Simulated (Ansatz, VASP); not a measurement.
## Two plane-wave programs on KTaO3

```
K Ta O
1.0
    -3.98830    0.00000    0.00000
     0.00000   -3.98830    0.00000
     0.00000    0.00000    3.98830
K Ta O
1 1 3
Cartesian
  -1.9942 -1.9942 1.9942
  0.0000 0.0000 0.0000
  -1.9942 0.0000 0.0000
  0.0000 -1.9942 0.0000
  0.0000 0.0000 1.9942
```

Alike in both runs: task relaxation of cell and atoms; functional PBEsol; k mesh 8 × 8 × 8; occupations gaussian, width 0.02 eV; no spin polarisation.

|  | VASP | Ansatz |
| --- | --- | --- |
| version | VASP 6.6.1 | Ansatz 0.2.0 |
| potentials or method | VASP PAW PBE potentials, release 64 (K_sv, Ta_pv, O), cutoff 600 eV | scalar-relativistic, plane waves, PAW |
| valence electrons in the cell | 38 | 40 |

Ansatz gave:

```
gap on the k mesh at the Fermi level, each at its own relaxed structure (eV) : 2.14
relaxed volume (Å³/atom)                                                     : 12.66
relaxed cell length with the largest relative difference (Å)                 : 3.985
```

Problem. What did VASP give for the same quantities?

Solution. gap on the k mesh at the Fermi level, each at its own relaxed structure (eV): 2.09; relaxed volume (Å³/atom): 12.70; relaxed cell length with the largest relative difference (Å): 3.989.

VASP's potentials were made for PBE, not for PBEsol. VASP's potentials hold 38 valence electrons a cell and Ansatz's 40, so a difference there can come from the potentials and not from the codes.

Spin-orbit coupling is off throughout.
